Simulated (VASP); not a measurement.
# Si in VASP: a series of runs

Runs on Si. Level: PBE. Tasks: single point.

Everything below comes from runs of VASP 6.6.1. Logs are shortened: lines on timing, memory, paths and dates and some standing lists are left out, and cuts for length are marked.

### Step 1. The cell of the first run

Symmetry: Amm2, No. 38, orthorhombic system. Conventional cell: a = 9.463 Å, b = 9.463 Å, c = 3.861 Å, α = 90.00°, β = 90.00°, γ = 90.00°. Si (site symmetry m) has 4 Si at 2.31 to 2.41 Å within 3.0 Å. Si (site symmetry m) has 4 Si at 2.31 to 2.43 Å within 3.0 Å. Si (site symmetry m) has 4 Si at 2.36 to 2.40 Å within 3.1 Å. Si (site symmetry m) has 4 Si at 2.36 to 2.43 Å within 3.1 Å.

### Step 2. Single point, PBE (atoms displaced along several vibrational modes)

Contents of INCAR:

```
SYSTEM = Si
PREC     = Accurate       ! precision mode
ENCUT    = 520            ! plane-wave cutoff, eV
EDIFF    = 1E-6           ! SCF threshold, eV
ISMEAR   = 0              ! smearing method
SIGMA    = 0.05           ! smearing width, eV
LREAL    = .FALSE.        ! projectors in reciprocal space
LASPH    = .TRUE.         ! aspherical terms in the spheres
NELM     = 60             ! most SCF steps
ALGO     = Normal         ! electronic algorithm
ISIF     = 2              ! what is computed and relaxed
LWAVE    = .FALSE.        ! write WAVECAR
LCHARG   = .FALSE.        ! write CHGCAR
GGA      = PE             ! functional
NBANDS   = 26             ! bands
```

Contents of KPOINTS:

```
Automatic mesh
0
G
  10 10 4
  0 0 0
```

Contents of POSCAR:

```
Si
1.0
    0.0000000000      0.0000000000      3.8608359371
    3.3455832253     -3.3455832253     -1.9304179686
    6.6911664507      6.6911664507      0.0000000000
Si
8
Direct
   -0.0215616215      0.0000000000      0.1786105076
    0.4945208454      0.0000000000      0.6786105076
    0.4945208454      0.0000000000      0.3213894924
   -0.0215616215      0.0000000000      0.8213894924
    0.7466388413      0.6427789847      0.0000000000
    0.4231809195      0.6427789847      0.5000000000
    0.1038598566      0.3572210153      0.0000000000
    0.7804019348      0.3572210153      0.5000000000
```

Potentials or basis: VASP PAW PBE potentials, release 64 (Si).

Launch:

```console
cat potpaw_PBE.64/Si/POTCAR > POTCAR
mpirun -np 1 vasp_std > vasp.out
```

OUTCAR:

```text
SYSTEM = Si
   PREC = Accurate
   ENCUT = 520
   EDIFF = 1E-6
   ISMEAR = 0
   LREAL = .FALSE.
   LASPH = .TRUE.
   NELM = 60
   ISIF = 2
   GGA = PE

 ion  position               nearest neighbor table
   1  0.978  0.000  0.179-   3 2.31   5 2.40   7 2.40   3 2.41
   2  0.495  0.000  0.679-   4 2.31   4 2.41   8 2.43   6 2.43
   3  0.495  0.000  0.321-   1 2.31   1 2.41   8 2.43   6 2.43
   4  0.978  0.000  0.821-   2 2.31   5 2.40   7 2.40   2 2.41
   5  0.747  0.643  0.000-   7 2.36   7 2.36   1 2.40   4 2.40
   6  0.423  0.643  0.500-   8 2.36   8 2.36   2 2.43   3 2.43
   7  0.104  0.357  0.000-   5 2.36   5 2.36   4 2.40   1 2.40
   8  0.780  0.357  0.500-   6 2.36   6 2.36   3 2.43   2 2.43

  LATTYP: Found a base centered orthorhombic cell.
 ALAT       =     3.8608359371
 B/A-ratio  =     2.4509558284
 C/A-ratio  =     2.4509558284

  Lattice vectors:

 A1 = (  -3.3455832253,   3.3455832253,   1.9304179686)
 A2 = (   3.3455832253,  -3.3455832253,   1.9304179685)
 A3 = (   6.6911664507,   6.6911664507,   0.0000000000)

Analysis of symmetry for initial positions (statically):
=====================================================================
 Subroutine PRICEL returns:
 Original cell was already a primitive cell.

 Routine SETGRP: Setting up the symmetry group for a
 base centered orthorhombic supercell.

 Subroutine GETGRP returns: Found  4 space group operations
 (whereof  4 operations were pure point group operations)
 out of a pool of  8 trial point group operations.

The static configuration has the point symmetry C_2v.

Analysis of symmetry for dynamics (positions and initial velocities):
=====================================================================
 Subroutine PRICEL returns:
 Original cell was already a primitive cell.

 Routine SETGRP: Setting up the symmetry group for a
 base centered orthorhombic supercell.

 Subroutine GETGRP returns: Found  4 space group operations
 (whereof  4 operations were pure point group operations)
 out of a pool of  8 trial point group operations.

The dynamic configuration has the point symmetry C_2v.

 Subroutine INISYM returns: Found  4 space group operations
 (whereof  4 operations are pure point group operations),
 and found     1 'primitive' translations

----------------------------------------------------------------------------------------

                                     Primitive cell

  volume of cell :     172.8562

  direct lattice vectors                    reciprocal lattice vectors
     0.000000000  0.000000000  3.860835937     0.074725387 -0.074725387  0.259011265
     3.345583225 -3.345583225 -1.930417969     0.149450773 -0.149450773  0.000000000
     6.691166451  6.691166451  0.000000000     0.074725387  0.074725387  0.000000000

  length of vectors
     3.860835937  5.110026200  9.462738343     0.279740241  0.211355310  0.105677655

  position of ions in fractional coordinates (direct lattice)
     0.978438379  0.000000000  0.178610508
     0.494520845  0.000000000  0.678610508
     0.494520845  0.000000000  0.321389492
     0.978438379  0.000000000  0.821389492
     0.746638841  0.642778985  0.000000000
     0.423180919  0.642778985  0.500000000
     0.103859857  0.357221015  0.000000000
     0.780401935  0.357221015  0.500000000

  ion indices of the primitive-cell ions
   primitive index   ion index
                 1           1
                 2           2
                 3           3
                 4           4
                 5           5
                 6           6
                 7           7
                 8           8

----------------------------------------------------------------------------------------

 KPOINTS: Automatic mesh

Automatic generation of k-mesh.
 Grid dimensions read from file:
 generate k-points for:   10   10    4

 Generating k-lattice:

  Cartesian coordinates                     Fractional coordinates (reciprocal lattice)
     0.007472539 -0.007472539  0.025901126     0.100000000 -0.000000000  0.000000000
     0.014945077 -0.014945077  0.000000000     0.000000000  0.100000000  0.000000000
     0.018681347  0.018681347  0.000000000     0.000000000  0.000000000  0.250000000

  Length of vectors
     0.027974024  0.021135531  0.026419414

  Shift w.r.t. Gamma in fractional coordinates (k-lattice)
     0.000000000  0.000000000  0.000000000

 Subroutine IBZKPT returns following result:
 ===========================================

 Found     93 irreducible k-points:

 Following reciprocal coordinates:
            Coordinates               Weight
  0.000000  0.000000  0.000000      1.000000
  0.100000  0.000000  0.000000      4.000000
  0.200000  0.000000  0.000000      4.000000
  0.300000  0.000000  0.000000      4.000000
  0.400000  0.000000  0.000000      4.000000
  0.500000  0.000000  0.000000      2.000000
[... 16 lines left out ...]
  0.000000  0.300000  0.000000      2.000000
  0.100000  0.300000  0.000000      4.000000
 [... further k-points ...]
   k-points           NKPTS =     93   k-points in BZ     NKDIM =     93   number of bands    NBANDS=     26
   number of dos      NEDOS =    301   number of ions     NIONS =      8
   total plane-waves  NPLWV =  84000
   dimension x,y,z NGX =    30 NGY =   40 NGZ =   70
   dimension x,y,z NGXF=    60 NGYF=   80 NGZF=  140
   ions per type =               8
   NGX,Y,Z   is equivalent  to a cutoff of  12.92, 13.01, 12.30 a.u.
   NGXF,Y,Z  is equivalent  to a cutoff of  25.84, 26.03, 24.60 a.u.
 SYSTEM =  Si
   PREC   = accura    normal or accurate (medium, high low for compatibility)
   ISTART =      0    job   : 0-new  1-cont  2-samecut
   ICHARG =      2    charge: 1-file 2-atom 10-const
   ISPIN  =      1    spin polarized calculation?
   LNONCOLLINEAR =      F non collinear calculations
   LSORBIT =      F    spin-orbit coupling
   LASPH  =      T    aspherical Exc in radial PAW
   ENCUT  =  520.0 eV  38.22 Ry    6.18 a.u.   7.18  9.50 17.59*2*pi/ulx,y,z
   NELM   =     60;   NELMIN=  2; NELMDL= -5     # of ELM steps
   EDIFF  = 0.1E-05   stopping-criterion for ELM
   LREAL  =      F    real-space projection
   EDIFFG = 0.1E-04   stopping-criterion for IOM
   NSW    =      0    number of steps for IOM
   IBRION =     -1    ionic relax: 0-MD 1-quasi-New 2-CG
   NFREE  =      0    steps in history (QN), initial steepest desc. (CG)
   ISIF   =      2    stress and relaxation
   ISYM   =      2    0-nonsym 1-usesym 2-fastsym
   POTIM  = 0.5000    time-step for ionic-motion
   TEBEG  =    0.0;   TEEND  =   0.0 temperature during run
   PSTRESS=    0.0 pullay stress
   NELECT =      32.0000    total number of electrons
   NUPDOWN=      -1.0000    fix difference up-down
   EMIN   =  10.00;   EMAX   =-10.00  energy-range for DOS
   EFERMI =   0.00;   METHOD = LEGACY
   ISMEAR =     0;   SIGMA  =   0.05  broadening in eV -4-tet -1-fermi 0-gaus
   EFERMI_NEDOS =   21; number of points for ismear=-14 and -15
   IALGO  =     38    algorithm
   IMIX   =      4    mixing-type and parameters
     AMIX     =   0.40;   BMIX     =  1.00
     AMIX_MAG =   1.60;   BMIX_MAG =  1.00
  volume/ion in A,a.u.               =      21.61       145.81
  Fermi-wavevector in a.u.,A,eV,Ry     =   0.933032  1.763175 11.844531  0.870548
  Thomas-Fermi vector in A             =   2.059691
   LORBIT       =      0    0 simple, 1 ext, 2 COOP (PROOUT), +10 PAW based schemes
   GGA     = PE    functional components
   LHFCALC =     F    Hartree Fock is set to
   AEXX    =    0.0000 exact exchange contribution
   IVDW    =     0    specifies the selected vdW correction
   LEPSILON=     F    determine dielectric tensor
   LRPA    =     F    only Hartree local field effects (RPA)
 non-spin polarized calculation
 Gauss-broadening in eV      SIGMA  =   0.05
  energy-cutoff  :      520.00
  volume of cell :      172.86
 maximum number of plane-waves:      4690
 NGX is ok and might be reduce to    30
   NGX = 15   NGY = 19   NGZ = 35

 number of electron      32.0000001 magnetization

 Free energy of the ion-electron system (eV)
  ---------------------------------------------------
  ext. energy  EPLUGINS =         0.00000000
  ---------------------------------------------------
  free energy    TOTEN  =       -42.16912458 eV

  energy without entropy =      -42.16843989  energy(sigma->0) =      -42.16878223

 E-fermi :   5.3412     XC(G=0):  -9.0460

 val. band max:        5.2952228487   @ k =   0.1000   0.4000   0.0000
 cond. band min:       5.3587026260   @ k =   0.5000   0.2000   0.0000
 fundamental gap:      0.0634797773
 Fermi energy:         5.3412290511

 k-point     1 :       0.0000    0.0000    0.0000
  band No.  band energies     occupation
      1      -6.6241      2.00000
      2      -5.6220      2.00000
      3      -4.7335      2.00000
      4      -2.5167      2.00000
      5      -0.1909      2.00000
      6      -0.1718      2.00000
[... 18 lines left out ...]
     25       8.4283      0.00000
     26       9.2735      0.00000

 k-point     2 :       0.1000    0.0000    0.0000
  band No.  band energies     occupation
      1      -6.5279      2.00000
      2      -5.5336      2.00000
      3      -4.6380      2.00000
      4      -2.4826      2.00000
      5      -0.3648      2.00000
      6      -0.1906      2.00000
[... 18 lines left out ...]
     25       8.5464      0.00000
     26       9.0070      0.00000

 k-point     3 :       0.2000    0.0000    0.0000
  band No.  band energies     occupation
      1      -6.2436      2.00000
      2      -5.2774      2.00000
      3      -4.3538      2.00000
      4      -2.3828      2.00000
      5      -0.9820      2.00000
      6      -0.2979      2.00000
[... 18 lines left out ...]
     25       9.6955      0.00000
     26       9.7979      0.00000

 k-point     4 :       0.3000    0.0000    0.0000
  band No.  band energies     occupation
      1      -5.7894      2.00000
      2      -4.8940      2.00000
      3      -3.8883      2.00000
      4      -2.2502      2.00000
      5      -1.7204      2.00000
      6      -0.7125      2.00000
[... 18 lines left out ...]
     25      10.2489      0.00000
     26      10.4739      0.00000

 k-point     5 :       0.4000    0.0000    0.0000
  band No.  band energies     occupation
      1      -5.2195      2.00000
      2      -4.5275      2.00000
      3      -3.2620      2.00000
      4      -2.4433      2.00000
      5      -2.2264      2.00000
      6      -1.5177      2.00000
[... 18 lines left out ...]
     25       9.8293      0.00000
     26      10.0639      0.00000

 k-point     6 :       0.5000    0.0000    0.0000
  band No.  band energies     occupation
      1      -4.7998      2.00000
      2      -4.4881      2.00000
      3      -2.6824      2.00000
      4      -2.6195      2.00000
      5      -2.4900      2.00000
      6      -2.1887      2.00000
[... 427 lines left out ...]
 k-point    21 :       0.5000    0.2000    0.0000
  band No.  band energies     occupation
      1      -4.8376      2.00000
      2      -4.4481      2.00000
      3      -2.6983      2.00000
      4      -2.5696      2.00000
      5      -2.3521      2.00000
      6      -2.1635      2.00000
[... 18 lines left out ...]
     25      10.3010      0.00000
     26      10.5681      0.00000

 k-point    22 :      -0.4000    0.2000    0.0000
  band No.  band energies     occupation
      1      -5.3878      2.00000
      2      -4.6640      2.00000
      3      -3.3352      2.00000
      4      -1.6883      2.00000
      5      -1.5046      2.00000
      6      -1.4630      2.00000
[... 18 lines left out ...]
     25      10.6038      0.00000
     26      10.6529      0.00000

 k-point    23 :       0.0000    0.3000    0.0000
  band No.  band energies     occupation
      1      -6.1516      2.00000
      2      -5.1095      2.00000
      3      -4.5748      2.00000
      4      -3.8783      2.00000
      5      -2.6179      2.00000
      6      -0.0521      2.00000
[... 18 lines left out ...]
     25       9.3836      0.00000
     26       9.5475      0.00000

 k-point    24 :       0.1000    0.3000    0.0000
  band No.  band energies     occupation
      1      -5.9159      2.00000
      2      -4.8595      2.00000
      3      -4.4486      2.00000
      4      -4.0911      2.00000
      5      -2.9698      2.00000
      6      -0.0440      2.00000
[... 18 lines left out ...]
     25       9.5209      0.00000
     26       9.8827      0.00000

 [... further k-points ...]

------------------------ aborting loop because EDIFF is reached ----------------------------------------

  FORCE on cell =-STRESS in cart. coord.  units (eV):
  Direction    XX          YY          ZZ          XY          YZ          ZX
  --------------------------------------------------------------------------------------
  -------------------------------------------------------------------------------------
  Total       -0.8297291     -0.8297291     -0.7479099      0.2322191     -0.0000000      0.0000000
  in kB       -7.6906293     -7.6906293     -6.9322599      2.1524026     -0.0000000      0.0000000
  external PRESSURE =      -7.4378395 kB  Pullay stress =       0.0000000 kB

 VOLUME and BASIS-vectors are now :
 -----------------------------------------------------------------------------
  energy-cutoff  :      520.00
  volume of cell :      172.86
      direct lattice vectors                 reciprocal lattice vectors
     0.000000000  0.000000000  3.860835937     0.074725387 -0.074725387  0.259011265
     3.345583225 -3.345583225 -1.930417969     0.149450773 -0.149450773  0.000000000
     6.691166451  6.691166451  0.000000000     0.074725387  0.074725387  0.000000000

 POSITION                                       TOTAL-FORCE (eV/Angst)
 -----------------------------------------------------------------------------------
      1.19511      1.19511      3.77759        -0.116104     -0.116104      0.178867
      4.54070      4.54070      1.90926        -0.240237     -0.240237      0.103623
      2.15047      2.15047      1.90926         0.240237      0.240237      0.103623
      5.49605      5.49605      3.77759         0.116104      0.116104      0.178867
      2.15047     -2.15047      1.64182         0.052963     -0.052963      0.436328
      5.49605      1.19511      0.39300         0.212014     -0.212014     -0.718818
      1.19511     -1.19511     -0.28860        -0.052963      0.052963      0.436328
      4.54070      2.15047      2.32342        -0.212014      0.212014     -0.718818
 -----------------------------------------------------------------------------------
    total drift:                               -0.000000      0.000000      0.000086

  FREE ENERGIE OF THE ION-ELECTRON SYSTEM (eV)
  ---------------------------------------------------
  free  energy   TOTEN  =       -42.1691245785 eV

  energy  without entropy=      -42.1684398905  energy(sigma->0) =      -42.16878223
```

Run time: 6.9 min. Hardware: 1 thread of Intel Xeon 8259CL, shared host; peak memory 0.45 GiB.

What came out:

| Item | Value |
| --- | --- |
| Free energy | -42.1691 eV |
| Pressure | -0.7 GPa |
| Largest force | 0.779 eV/Å |
| Band gap on the k mesh | zero (bands 16 and 17 overlap by 0.20 eV) |

Forces in eV/Å, atoms in the order of the input:
```
Si  -0.116 -0.116  0.179
Si  -0.240 -0.240  0.104
Si   0.240  0.240  0.104
Si   0.116  0.116  0.179
Si   0.053 -0.053  0.436
Si   0.212 -0.212 -0.719
Si  -0.053  0.053  0.436
Si  -0.212  0.212 -0.719
```

Stress tensor (GPa, compression positive):
```
-0.77  0.22  0.00
 0.22 -0.77  0.00
 0.00  0.00 -0.69
```

Levels at points of the mesh, in eV from the Fermi level:
```
           k point  band 13  band 14  band 15  band 16  band 17  band 18  band 19  band 20
(0.00, 0.00, 0.00)    -1.63    -1.55    -1.45    -0.45     0.92     1.43     1.44     1.93
(0.50, 0.00, 0.00)    -2.50    -2.36    -2.26    -1.88     1.07     1.57     1.71     2.01
(0.00, 0.50, 0.00)    -1.67    -0.58     0.05     0.11     0.55     1.72     1.80     1.96
(0.00, 0.00, 0.50)    -1.74    -1.72    -1.58    -1.56     0.72     0.73     1.60     1.74
(0.50, 0.00, 0.50)    -2.33    -2.25    -1.40    -1.38     0.73     0.74     1.92     2.00
(0.00, 0.50, 0.50)    -1.09    -0.87    -0.56    -0.50     0.85     1.04     2.56     2.67
```

Caveat: the cell differs from its parent crystal (atoms displaced along several vibrational modes); semilocal functionals underestimate gaps, and a narrow one can read as zero.

[end of part 1 of 2]

The gap in the log of VASP goes by the Fermi energy; the results here count the filled bands.